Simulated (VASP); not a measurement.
Here is a VASP 6.6.1 calculation.

INCAR

```
  PREC = Accurate
  ENCUT = 520
  EDIFF = 1E-7
  ISMEAR = 0
  SIGMA = 0.15
  LREAL = False
  LASPH = True
  NELM = 80
  ALGO = Normal
  ISIF = 2
  LWAVE = False
  LCHARG = False
  GGA = PE
  NBANDS = 16
```

Contents of KPOINTS:

```
Automatic mesh
0
Gamma
  20 20 20
```

The input POSCAR:

```
InP
1.0
    0.0000000000      2.7567067868      2.6480925394
    2.7567067868      0.0000000000      2.6480925394
    2.7567067868      2.7567067868      0.0000000000
In P
1 1
Direct
    0.0000000000      0.0000000000      0.0000000000
    0.5000000000      0.5000000000      0.5000000000
```

Potentials or basis: VASP PAW PBE potentials, release 64 (In_d, P).

Command:

```bash
$ cat potpaw_PBE.64/In_d/POTCAR potpaw_PBE.64/P/POTCAR > POTCAR
$ mpirun -np 1 vasp_std > vasp.out
```

**Question.** What does it give for the pressure?

**Answer.** 4.8 GPa.

**Question.** Predict the band gap on the k mesh.

**Answer.** Zero (band 9 reaches 8.04 eV, above the bottom of band 10 at 5.07 eV).

Stress tensor (GPa, compression positive):
```
2.83 0.00 0.00
0.00 2.83 0.00
0.00 0.00 8.82
```

Caveat: spin-orbit coupling is left out, which moves the levels of the heavy elements.
